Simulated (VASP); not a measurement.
# MgO: single point with PBE

MgO:

```
Mg O
1.0
     0.00000    1.98986    1.98986
     1.98986    0.00000    1.98986
     1.98986    1.98986    0.00000
Mg O
1 1
Direct
  0.00000 0.00000 0.00000
  0.50000 0.50000 0.50000
```

```json
{"Program": "VASP 6.6.1", "Task": "single point", "Functional": "PBE", "Potentials or basis": "VASP PAW PBE potentials, release 64 (Mg, O)", "Cutoff": "600 eV", "k mesh": "3 × 3 × 3", "Occupations": "gaussian, width 0.01 eV", "Spin": "no spin polarisation"}
```

```json
{"Pressure": "44.9 GPa", "Band gap on the k mesh": "6.53 eV, direct"}
```

Levels at points of the mesh, in eV from the valence-band top:
```tsv
k point	band 1	band 2	band 3	band 4	band 5	band 6	band 7	band 8	band 9
(0.00, 0.00, 0.00)	-18.25	0.00	0.00	0.00	6.53	16.68	16.68	16.68	21.08
```

Wall time 2.5 s on 1 thread of Intel(R) Xeon(R) Platinum 8375C CPU @ 2.90GHz (Ice Lake) (shared host), peak memory 0.13 GiB.

Caveat: the k points lie up to 0.91 Å⁻¹ apart.
